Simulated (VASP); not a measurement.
# V in VASP: further runs

The runs below take V through single point, relaxation of cell and atoms, with PBEsol.

Everything below comes from runs of VASP 6.6.1. Logs are shortened: lines on timing, memory, paths and dates and some standing lists are left out, and cuts for length are marked.

### Step 1. The cell of the first run

It takes space group Cmce (No. 64, orthorhombic). The conventional cell has a = 4.337 Å, b = 2.986 Å, c = 8.024 Å, α = 90.00°, β = 90.00°, γ = 90.00°. Within 3.3 Å of V (site symmetry m) lie 14 V at 2.49 to 2.99 Å.

### Step 2. Single point, PBEsol

The input, INCAR:

```
ALGO = Normal
EDIFF = 1E-7
ENCUT = 520
GGA = PS
ISIF = 2
ISMEAR = 0
LASPH = True
LCHARG = False
LREAL = False
LWAVE = False
NBANDS = 34
NELM = 100
PREC = Accurate
SIGMA = 0.1
```

The input, KPOINTS:

```
k-points
0
Gamma
  6 6 4
```

The input, POSCAR:

```
V
1.0
    2.1686722146     -1.4928579781      0.0000000000
    2.1686722146      1.4928579781      0.0000000000
    0.0000000000      0.0000000000      8.0241979575
V
4
Direct
    0.7538799185      0.2461200815      0.1249766839
    0.7461200815      0.2538799185      0.6249766839
    0.2461200815      0.7538799185      0.8750233161
    0.2538799185      0.7461200815      0.3750233161
```

Potentials or basis: VASP PAW PBE potentials, release 64 (V_sv).

On the command line:

```
$ cat potpaw_PBE.64/V_sv/POTCAR > POTCAR
$ mpirun -np 1 vasp_std > vasp.out
```

OUTCAR:

```text
EDIFF = 1E-7
   ENCUT = 520
   GGA = PS
   ISIF = 2
   ISMEAR = 0
   LASPH = True
   LREAL = False
   NELM = 100
   PREC = Accurate

 ion  position               nearest neighbor table
   1  0.754  0.246  0.125-   3 2.49   4 2.50   4 2.50   3 2.51
   2  0.746  0.254  0.625-   4 2.49   3 2.50   3 2.50   4 2.51
   3  0.246  0.754  0.875-   1 2.49   2 2.50   2 2.50   1 2.51
   4  0.254  0.746  0.375-   2 2.49   1 2.50   1 2.50   2 2.51

  LATTYP: Found a base centered orthorhombic cell.
 ALAT       =     2.9857159562
 B/A-ratio  =     1.4526982783
 C/A-ratio  =     2.6875289127

  Lattice vectors:

 A1 = (  -2.1686722146,  -1.4928579781,   0.0000000000)
 A2 = (   2.1686722146,  -1.4928579781,   0.0000000000)
 A3 = (   0.0000000000,   0.0000000000,   8.0241979575)

Analysis of symmetry for initial positions (statically):
=====================================================================
 Subroutine PRICEL returns:
 Original cell was already a primitive cell.

 Routine SETGRP: Setting up the symmetry group for a
 base centered orthorhombic supercell.

 Subroutine GETGRP returns: Found  8 space group operations
 (whereof  4 operations were pure point group operations)
 out of a pool of  8 trial point group operations.

The static configuration has the point symmetry C_2h.
 The point group associated with its full space group is D_2h.

Analysis of symmetry for dynamics (positions and initial velocities):
=====================================================================
 Subroutine PRICEL returns:
 Original cell was already a primitive cell.

 Routine SETGRP: Setting up the symmetry group for a
 base centered orthorhombic supercell.

 Subroutine GETGRP returns: Found  8 space group operations
 (whereof  4 operations were pure point group operations)
 out of a pool of  8 trial point group operations.

The dynamic configuration has the point symmetry C_2h.
 The point group associated with its full space group is D_2h.

 Subroutine INISYM returns: Found  8 space group operations
 (whereof  4 operations are pure point group operations),
 and found     1 'primitive' translations

----------------------------------------------------------------------------------------

                                     Primitive cell

  volume of cell :      51.9570

  direct lattice vectors                    reciprocal lattice vectors
     2.168672215 -1.492857978  0.000000000     0.230555820 -0.334928042  0.000000000
     2.168672215  1.492857978  0.000000000     0.230555820  0.334928042  0.000000000
     0.000000000  0.000000000  8.024197958     0.000000000  0.000000000  0.124623047

  length of vectors
     2.632824361  2.632824361  8.024197958     0.406611337  0.406611337  0.124623047

  position of ions in fractional coordinates (direct lattice)
     0.753879918  0.246120082  0.124976684
     0.746120082  0.253879918  0.624976684
     0.246120082  0.753879918  0.875023316
     0.253879918  0.746120082  0.375023316

  ion indices of the primitive-cell ions
   primitive index   ion index
                 1           1
                 2           2
                 3           3
                 4           4

----------------------------------------------------------------------------------------

 KPOINTS: k-points

Automatic generation of k-mesh.
 Grid dimensions read from file:
 generate k-points for:    6    6    4

 Generating k-lattice:

  Cartesian coordinates                     Fractional coordinates (reciprocal lattice)
     0.038425970 -0.055821340  0.000000000     0.166666667  0.000000000  0.000000000
     0.038425970  0.055821340  0.000000000     0.000000000  0.166666667  0.000000000
     0.000000000  0.000000000  0.031155762     0.000000000  0.000000000  0.250000000

  Length of vectors
     0.067768556  0.067768556  0.031155762

  Shift w.r.t. Gamma in fractional coordinates (k-lattice)
     0.000000000  0.000000000  0.000000000

 Subroutine IBZKPT returns following result:
 ===========================================

 Found     39 irreducible k-points:

 Following reciprocal coordinates:
            Coordinates               Weight
  0.000000  0.000000  0.000000      1.000000
  0.166667  0.000000  0.000000      4.000000
  0.333333  0.000000  0.000000      4.000000
  0.500000  0.000000  0.000000      2.000000
  0.166667  0.166667  0.000000      2.000000
  0.333333  0.166667  0.000000      4.000000
[... 16 lines left out ...]
  0.333333  0.333333  0.250000      4.000000
  0.500000  0.333333  0.250000      8.000000
 [... further k-points ...]
   k-points           NKPTS =     39   k-points in BZ     NKDIM =     39   number of bands    NBANDS=     34
   number of dos      NEDOS =    301   number of ions     NIONS =      4
   total plane-waves  NPLWV =  24000
   dimension x,y,z NGX =    20 NGY =   20 NGZ =   60
   dimension x,y,z NGXF=    40 NGYF=   40 NGZF=  120
   ions per type =               4
   NGX,Y,Z   is equivalent  to a cutoff of  12.63, 12.63, 12.43 a.u.
   NGXF,Y,Z  is equivalent  to a cutoff of  25.26, 25.26, 24.86 a.u.
 SYSTEM =  unknown system
   PREC   = accura    normal or accurate (medium, high low for compatibility)
   ISTART =      0    job   : 0-new  1-cont  2-samecut
   ICHARG =      2    charge: 1-file 2-atom 10-const
   ISPIN  =      1    spin polarized calculation?
   LNONCOLLINEAR =      F non collinear calculations
   LSORBIT =      F    spin-orbit coupling
   LASPH  =      T    aspherical Exc in radial PAW
   ENCUT  =  520.0 eV  38.22 Ry    6.18 a.u.   4.90  4.90 14.92*2*pi/ulx,y,z
   NELM   =    100;   NELMIN=  2; NELMDL= -5     # of ELM steps
   EDIFF  = 0.1E-06   stopping-criterion for ELM
   LREAL  =      F    real-space projection
   EDIFFG = 0.1E-05   stopping-criterion for IOM
   NSW    =      0    number of steps for IOM
   IBRION =     -1    ionic relax: 0-MD 1-quasi-New 2-CG
   NFREE  =      0    steps in history (QN), initial steepest desc. (CG)
   ISIF   =      2    stress and relaxation
   ISYM   =      2    0-nonsym 1-usesym 2-fastsym
   POTIM  = 0.5000    time-step for ionic-motion
   TEBEG  =    0.0;   TEEND  =   0.0 temperature during run
   PSTRESS=    0.0 pullay stress
   NELECT =      52.0000    total number of electrons
   NUPDOWN=      -1.0000    fix difference up-down
   EMIN   =  10.00;   EMAX   =-10.00  energy-range for DOS
   EFERMI =   0.00;   METHOD = LEGACY
   ISMEAR =     0;   SIGMA  =   0.10  broadening in eV -4-tet -1-fermi 0-gaus
   EFERMI_NEDOS =   21; number of points for ismear=-14 and -15
   IALGO  =     38    algorithm
   IMIX   =      4    mixing-type and parameters
     AMIX     =   0.40;   BMIX     =  1.00
     AMIX_MAG =   1.60;   BMIX_MAG =  1.00
  volume/ion in A,a.u.               =      12.99        87.66
  Fermi-wavevector in a.u.,A,eV,Ry     =   1.637550  3.094521 36.484980  2.681570
  Thomas-Fermi vector in A             =   2.728671
   LORBIT       =      0    0 simple, 1 ext, 2 COOP (PROOUT), +10 PAW based schemes
   GGA     = PS    functional components
   LHFCALC =     F    Hartree Fock is set to
   AEXX    =    0.0000 exact exchange contribution
   IVDW    =     0    specifies the selected vdW correction
   LEPSILON=     F    determine dielectric tensor
   LRPA    =     F    only Hartree local field effects (RPA)
 non-spin polarized calculation
 Gauss-broadening in eV      SIGMA  =   0.10
  energy-cutoff  :      520.00
  volume of cell :       51.96
 maximum number of plane-waves:      1420
   NGX =  9   NGY =  9   NGZ = 29

 number of electron      52.0000004 magnetization

 Free energy of the ion-electron system (eV)
  ---------------------------------------------------
  ext. energy  EPLUGINS =         0.00000000
  ---------------------------------------------------
  free energy    TOTEN  =       -38.44222365 eV

  energy without entropy =      -38.39841845  energy(sigma->0) =      -38.42032105

 E-fermi :  10.0099     XC(G=0): -13.2545

 val. band max:       10.0004348703   @ k =   0.5000   0.1667   0.0000
 cond. band min:      10.0164819591   @ k =   0.3333   0.0000   0.5000
 fundamental gap:      0.0160470888
 Fermi energy:        10.0099141700

 k-point     1 :       0.0000    0.0000    0.0000
  band No.  band energies     occupation
      1     -53.4111      2.00000
      2     -53.2653      2.00000
      3     -53.2648      2.00000
      4     -53.1158      2.00000
      5     -27.8042      2.00000
      6     -27.2376      2.00000
[... 26 lines left out ...]
     33      12.4160      0.00000
     34      12.4580      0.00000

 k-point     2 :       0.1667    0.0000    0.0000
  band No.  band energies     occupation
      1     -53.3695      2.00000
      2     -53.2425      2.00000
      3     -53.2420      2.00000
      4     -53.1130      2.00000
      5     -27.7107      2.00000
      6     -27.3847      2.00000
[... 26 lines left out ...]
     33      12.3649      0.00000
     34      12.7130      0.00000

 k-point     3 :       0.3333    0.0000    0.0000
  band No.  band energies     occupation
      1     -53.2710      2.00000
      2     -53.1967      2.00000
      3     -53.1961      2.00000
      4     -53.1219      2.00000
      5     -27.6521      2.00000
      6     -27.6518      2.00000
[... 26 lines left out ...]
     33      12.6970      0.00000
     34      12.7414      0.00000

 k-point     4 :       0.5000    0.0000    0.0000
  band No.  band energies     occupation
      1     -53.1774      2.00000
      2     -53.1774      2.00000
      3     -53.1698      2.00000
      4     -53.1698      2.00000
      5     -27.7854      2.00000
      6     -27.7854      2.00000
[... 26 lines left out ...]
     33      12.9195      0.00000
     34      12.9562      0.00000

 k-point     5 :       0.1667    0.1667    0.0000
  band No.  band energies     occupation
      1     -53.3654      2.00000
      2     -53.2287      2.00000
      3     -53.2282      2.00000
      4     -53.0888      2.00000
      5     -27.7353      2.00000
      6     -27.2518      2.00000
[... 621 lines left out ...]
 k-point    22 :      -0.1667    0.1667    0.2500
  band No.  band energies     occupation
      1     -53.2927      2.00000
      2     -53.2472      2.00000
      3     -53.1826      2.00000
      4     -53.1370      2.00000
      5     -27.6181      2.00000
      6     -27.5634      2.00000
[... 26 lines left out ...]
     33      12.6924      0.00000
     34      12.7264      0.00000

 k-point    23 :       0.3333    0.3333    0.2500
  band No.  band energies     occupation
      1     -53.2639      2.00000
      2     -53.2001      2.00000
      3     -53.1088      2.00000
      4     -53.0436      2.00000
      5     -27.5652      2.00000
      6     -27.5112      2.00000
[... 26 lines left out ...]
     33      12.8442      0.00000
     34      12.8641      0.00000

 k-point    24 :       0.5000    0.3333    0.2500
  band No.  band energies     occupation
      1     -53.2186      2.00000
      2     -53.1676      2.00000
      3     -53.0950      2.00000
      4     -53.0434      2.00000
      5     -27.6182      2.00000
      6     -27.5459      2.00000
[... 26 lines left out ...]
     33      13.2696      0.00000
     34      13.3523      0.00000

 [... further k-points ...]
[... 5 lines left out ...]
  --------------------------------------------------------------------------------------
  -------------------------------------------------------------------------------------
  Total        0.0198904      0.0121300      0.1316653      0.0000000     -0.0000000      0.0000000
  in kB        0.6133511      0.3740471      4.0601095      0.0000000     -0.0000000      0.0000000
  external PRESSURE =       1.6825026 kB  Pullay stress =       0.0000000 kB

 VOLUME and BASIS-vectors are now :
 -----------------------------------------------------------------------------
  energy-cutoff  :      520.00
  volume of cell :       51.96
      direct lattice vectors                 reciprocal lattice vectors
     2.168672215 -1.492857978  0.000000000     0.230555820 -0.334928042  0.000000000
     2.168672215  1.492857978  0.000000000     0.230555820  0.334928042  0.000000000
     0.000000000  0.000000000  8.024197958     0.000000000  0.000000000  0.124623047

 POSITION                                       TOTAL-FORCE (eV/Angst)
 -----------------------------------------------------------------------------------
      2.16867     -0.75801      1.00284         0.000000      0.010681      0.001043
      2.16867     -0.73484      5.01494         0.000000     -0.010681      0.001043
      2.16867      0.75801      7.02136         0.000000     -0.010681     -0.001043
      2.16867      0.73484      3.00926         0.000000      0.010681     -0.001043
 -----------------------------------------------------------------------------------
    total drift:                               -0.000000      0.000000      0.000000

  FREE ENERGIE OF THE ION-ELECTRON SYSTEM (eV)
  ---------------------------------------------------
  free  energy   TOTEN  =       -38.4422236484 eV

  energy  without entropy=      -38.3984184533  energy(sigma->0) =      -38.42032105
```

Run time: 28 s. Hardware: 1 thread of Intel Xeon 6975P-C (Granite Rapids), shared host; peak memory 0.18 GiB.

What came out:

```
Free energy            : -38.4422 eV
Pressure               : 0.2 GPa
Largest force          : 0.011 eV/Å
Band gap on the k mesh : zero (band 26 reaches 10.92 eV, above the bottom of band 27 at 9.28 eV)
```

Forces on the atoms (eV/Å):
```
V    0.000  0.011  0.001
V    0.000 -0.011  0.001
V    0.000 -0.011 -0.001
V    0.000  0.011 -0.001
```

Stress tensor (GPa, compression positive):
```
0.06 0.00 0.00
0.00 0.04 0.00
0.00 0.00 0.41
```

Caveat: the k points lie up to 0.43 Å⁻¹ apart; the PAW data sets were made with another functional, which shifts forces and pressure a little.

### Step 3. Single point, PBEsol

This run uses another cell than the first one: it holds 1 atom, not 4.

The input, INCAR:

```
PREC     = Accurate       # precision mode
ENCUT    = 520            # plane-wave cutoff, eV
EDIFF    = 1E-6           # SCF threshold, eV
ISMEAR   = 0              # smearing method
SIGMA    = 0.1            # smearing width, eV
LREAL    = False          # projectors in reciprocal space
LASPH    = True           # aspherical terms in the spheres
NELM     = 100            # most SCF steps
ALGO     = Normal         # electronic algorithm
ISIF     = 2              # what is computed and relaxed
LWAVE    = False          # write WAVECAR
LCHARG   = False          # write CHGCAR
GGA      = PS             # functional
NBANDS   = 12             # bands
```

The input, KPOINTS:

```
Automatic mesh
0
Gamma
  26 26 26
```

The input, POSCAR:

```
V
1.0
    0.0000000000      2.0916531652      2.0928274746
    1.4793512001      0.0000000000      2.0928274746
    1.4793512001      2.0916531652      0.0000000000
V
1
Direct
    0.0000000000      0.0000000000      0.0000000000
```

Potentials or basis: VASP PAW PBE potentials, release 64 (V_sv).

On the command line:

```
$ cat potpaw_PBE.64/V_sv/POTCAR > POTCAR
$ mpirun -np 1 vasp_std > vasp.out
```

It took 1.7 min on 1 thread of Intel Xeon 6975P-C (Granite Rapids), shared host; peak memory 0.47 GiB.

It converged, with:

* Free energy: -9.6387 eV
* Pressure: 0.2 GPa

Levels at points of the mesh, in eV from the Fermi level:
| k point | band 5 | band 6 | band 7 | band 8 | band 9 | band 10 |
| --- | --- | --- | --- | --- | --- | --- |
| (0.00, 0.00, 0.00) | -6.68 | 0.42 | 0.42 | 0.42 | 2.52 | 2.52 |
| (0.50, 0.00, 0.00) | -3.32 | -1.21 | 1.79 | 2.54 | 2.91 | 4.36 |
| (0.50, 0.50, 0.00) | -3.32 | -1.21 | 1.79 | 2.54 | 2.92 | 4.35 |
| (0.50, 0.00, 0.50) | -3.32 | -1.21 | 1.80 | 2.54 | 2.91 | 4.36 |
| (0.00, 0.50, 0.50) | -3.19 | -3.19 | 3.93 | 3.94 | 3.94 | 10.55 |

Caveat: the PAW data sets were made with another functional, which shifts forces and pressure a little.

### Step 4. Relaxation of cell and atoms, PBEsol

This run uses another cell than the first one: it holds 1 atom, not 4.

The input, INCAR:

```
PREC = Accurate
ENCUT = 600
EDIFF = 1E-6
ISMEAR = 0
SIGMA = 0.1
LREAL = False
LASPH = True
NELM = 100
ALGO = Normal
ISIF = 3
LWAVE = False
LCHARG = False
GGA = PS
IBRION = 2
NSW = 100
EDIFFG = -0.01
```

KPOINTS is that of step 3.

The input, POSCAR:

```
V
1.0
    0.0000000000      2.0060494894      2.1686722146
    1.4928579781      0.0000000000      2.1686722146
    1.4928579781      2.0060494894      0.0000000000
V
1
Direct
    0.0000000000      0.0000000000      0.0000000000
```

On the command line:

```
$ cat potpaw_PBE.64/V_sv/POTCAR > POTCAR
$ mpirun -np 1 vasp_std > vasp.out
```

It took 11 min on 1 thread of Intel Xeon 6975P-C (Granite Rapids), shared host; peak memory 0.6 GiB.

Results (log left out):

* Free energy: -9.6388 eV
* Relaxed volume: 12.96 Å³/atom
* Relaxed cell: a = 2.959 Å, b = 2.566 Å, c = 2.561 Å, α = 70.52°, β = 54.81°, γ = 54.67°
* Space group after relaxing (to 0.05 Å): Im-3m (No. 229)
* Energy gained by relaxing: 4.8 meV/atom
* Ionic steps: 14
* Pressure after relaxing: -0.1 GPa

Stress tensor (GPa, compression positive):
```
-0.10  0.00  0.00
 0.00  0.05  0.00
 0.00  0.00 -0.12
```

Step by step:
```csv
step,energy change (eV),largest force (eV/Å),pressure (GPa),volume (Å³)
1,0.0000,0.0000,-0.54,12.99
2,-0.0008,0.0000,0.68,12.91
3,-0.0009,0.0000,1.62,12.85
4,-0.0012,0.0000,1.68,12.85
5,-0.0022,0.0000,1.65,12.85
6,-0.0035,0.0000,1.61,12.86
7,-0.0035,0.0000,1.69,12.85
8,-0.0040,0.0000,1.64,12.85
9,-0.0046,0.0000,-0.08,12.96
10,-0.0046,0.0000,-0.02,12.96
11,-0.0047,0.0000,-0.02,12.96
12,-0.0048,0.0000,0.03,12.96
13,-0.0048,0.0000,0.06,12.96
14,-0.0048,0.0000,-0.06,12.96
```

Final structure:
```
V
1.0
     0.00000    2.08968    2.09540
     1.48024    0.00000    2.09540
     1.48024    2.08968    0.00000
V
1
Direct
  0.00000 0.00000 0.00000
```

Levels at points of the mesh, in eV from the Fermi level:
```csv
k point,band 5,band 6,band 7,band 8,band 9,band 10
"(0.00, 0.00, 0.00)",-6.68,0.40,0.42,0.43,2.52,2.52
"(0.50, 0.00, 0.00)",-3.32,-1.21,1.79,2.54,2.91,4.35
"(0.50, 0.50, 0.00)",-3.32,-1.22,1.77,2.55,2.92,4.34
"(0.50, 0.00, 0.50)",-3.32,-1.21,1.82,2.53,2.90,4.36
"(0.00, 0.50, 0.50)",-3.19,-3.19,3.92,3.93,3.95,10.56
```

Caveat: the PAW data sets were made with another functional, which shifts forces and pressure a little.

### Step 5. Summary

| task | cell | k mesh | cutoff (eV) | gap on the mesh (eV) | pressure (GPa) |
| --- | --- | --- | --- | --- | --- |
| single point | a = 2.633, b = 2.633, c = 8.024 Å, angles 90.0, 90.0, 69.1°, 4 atoms | 6 × 6 × 4 | 520 | none | 0.2 |
| single point | a = 2.959, b = 2.563, c = 2.562 Å, angles 70.5, 54.7, 54.7°, 1 atom | 26 × 26 × 26 | 520 | none | 0.2 |
| relaxation of cell and atoms | relaxed from a = 2.954, b = 2.633, c = 2.501 Å, angles 70.2, 57.0, 52.8°, 1 atom | 26 × 26 × 26 | 600 | none | -0.1 |

Alike in all rows: level PBEsol; potentials or basis VASP PAW PBE potentials, release 64 (V_sv); no spin polarisation; smearing gaussian 0.1 eV.

Caveats: some runs use coarse meshes; the PAW data sets were made with another functional, which shifts forces and pressure a little.

Total energies depend on the potentials used, so only differences within one code and one set of settings carry meaning.
